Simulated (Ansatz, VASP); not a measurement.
**Te3Ru: VASP beside Ansatz**

INCAR

```
SYSTEM = Te3Ru
PREC = Accurate ; ENCUT = 600
EDIFF = 1E-6 ; ISMEAR = 0
SIGMA = 0.1 ; LREAL = .False.
LASPH = .True. ; NELM = 100
ALGO = Normal ; ISIF = 3
LWAVE = .False. ; LCHARG = .False.
GGA = PE ; IBRION = 2
NSW = 90 ; EDIFFG = -0.04
```

Contents of KPOINTS:

```
regular mesh
0
Gamma
  6 6 2
  0 0 0
```

File POSCAR:

```
Te3Ru
1.0
    3.1506870904      0.0000000000      0.0000000000
    0.0000000000      3.1506870904      0.0000000000
    0.0000000000      0.0000000000     10.7729515465
Te Ru
3 1
Direct
    0.5000000000      0.5000000000      0.2662141819
    0.5000000000      0.5000000000      0.7337858181
    0.0000000000      0.0000000000      0.0000000000
    0.5000000000      0.5000000000      0.5000000000
```

Input for Ansatz:

```yaml
crystal:
  lattice:
    - [3.1506870904, 0.0, 0.0]
    - [0.0, 3.1506870904, 0.0]
    - [0.0, 0.0, 10.7729515465]
  atoms:
    - { symbol: Te, position: [0.5, 0.5, 0.2662141819] }
    - { symbol: Te, position: [0.5, 0.5, 0.7337858181] }
    - { symbol: Te, position: [0.0, 0.0, 0.0] }
    - { symbol: Ru, position: [0.5, 0.5, 0.5] }
basis:
  ecutwfc: 420
kpoints:
  mp_grid: { grid: [6, 6, 2] }
hamiltonian:
  xc: pbe
scf:
  occupations: { method: gaussian, width: 0.1 }
  lower_state_search: "off"
output:
  forces: true
  stress: true
  eigenvalues: true
relax:
  adjacent_minimum: "off"
  f_tol: 0.04
  max_steps: 70
  cell: { stress_tol: 0.4 }
```

Alike in both runs: task relaxation of cell and atoms; functional PBE; k mesh 6 × 6 × 2; occupations gaussian, width 0.1 eV; no spin polarisation.

```csv
,VASP,Ansatz
version,VASP 6.6.1,Ansatz 0.2.0
potentials or method,"VASP PAW PBE potentials, release 64 (Te, Ru_pv), cutoff 600 eV","scalar-relativistic, plane waves, PAW"
valence electrons in the cell,32,64
```

Ansatz gave:

```
gap on the k mesh at the Fermi level, each at its own relaxed structure (eV)  : none
relaxed volume (Å³/atom)                                                      : 29.74
relaxed length of the cell vector where the two differ most in proportion (Å) : 13.127
```

Question: What did VASP give for the same quantities?

Answer: gap on the k mesh at the Fermi level, each at its own relaxed structure (eV): none; relaxed volume (Å³/atom): 31.45; relaxed length of the cell vector where the two differ most in proportion (Å): 13.889.

A gap of «none» marks a metal or a gap that the smearing closes. One of these differences is far larger than is usual between the two programs; its cause wasn't traced. VASP's potentials hold 32 valence electrons a cell and Ansatz's 64, so a difference there can come from the potentials and not from the codes.

Neither program's run includes spin-orbit coupling. Noted on VASP's run: the volume moved by over 15 % at a fixed basis, so the end points are rough.
